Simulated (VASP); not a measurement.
Here is a VASP 6.6.1 calculation.

Contents of INCAR:

```
ALGO     = Normal         # electronic algorithm
EDIFF    = 1E-6           # SCF threshold, eV
ENCUT    = 520            # plane-wave cutoff, eV
GGA      = PE             # functional
ISIF     = 2              # what is computed and relaxed
ISMEAR   = 0              # smearing method
LASPH    = T              # aspherical terms in the spheres
LCHARG   = F              # write CHGCAR
LREAL    = F              # projectors in reciprocal space
LWAVE    = F              # write WAVECAR
NBANDS   = 30             # bands
NELM     = 80             # most SCF steps
PREC     = Accurate       # precision mode
SIGMA    = 0.1            # smearing width, eV
```

Contents of KPOINTS:

```
k-points
0
Gamma
  4 4 4
```

The input POSCAR:

```
GaS5
1.0
    0.0000000000      3.8671303259      3.8671303259
    3.8671303259      0.0000000000      3.8671303259
    3.8671303259      3.8671303259      0.0000000000
Ga S
1 5
Direct
    0.0000000000      0.0000000000      0.0000000000
    0.2500000000      0.2500000000      0.2500000000
    0.1750547512      0.6083150829      0.6083150829
    0.6083150829      0.6083150829      0.6083150829
    0.6083150829      0.6083150829      0.1750547512
    0.6083150829      0.1750547512      0.6083150829
```

Potentials or basis: VASP PAW PBE potentials, release 64 (Ga_d, S).

Run with:

```bash
$ cat potpaw_PBE.64/Ga_d/POTCAR potpaw_PBE.64/S/POTCAR > POTCAR
$ mpirun -np 1 vasp_std > vasp.out
```

What does it give for the largest force?

0.136 eV/Å.

What does it give for the pressure?

-0.2 GPa.

Forces in eV/Å, atoms in the order of the input:
```
Ga   0.000  0.000  0.000
S    0.000  0.000  0.000
S   -0.079  0.079  0.079
S   -0.079 -0.079 -0.079
S    0.079  0.079 -0.079
S    0.079 -0.079  0.079
```
